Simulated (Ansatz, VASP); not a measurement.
Two plane-wave programs on KI

```
CELL_PARAMETERS angstrom
2.44984 -4.24281 0.00000
2.44984 4.24281 0.00000
0.00000 0.00000 8.59082
ATOMIC_POSITIONS crystal
K 0.50000 0.50000 0.50000
K 0.50000 0.50000 0.00000
I 0.83340 0.16660 0.25000
I 0.16660 0.83340 0.75000
```

Alike in both runs: task single point; functional PBE; k mesh 6 × 6 × 2; no spin polarisation.

|  | VASP | Ansatz |
| --- | --- | --- |
| version | VASP 6.6.1 | Ansatz 0.2.0 |
| potentials or method | VASP PAW PBE potentials, release 64 (K_sv, I) | plane waves |
| plane-wave cutoff (eV) | 520 | 420 |
| occupations | gaussian, width 0.01 eV | fixed |
| valence electrons in the cell | 32 | 52 |

Ansatz gave:

| Item | Value |
| --- | --- |
| gap on the k mesh at the Fermi level (eV) | 3.86 |
| pressure (GPa) | 0.4 |

**Question.** What did VASP give for the same quantities?

**Answer.** gap on the k mesh at the Fermi level (eV): 3.85; pressure (GPa): 0.5.

VASP's potentials hold 32 valence electrons a cell and Ansatz's 52, so a difference there can come from the potentials and not from the codes.

Spin-orbit coupling is off throughout.
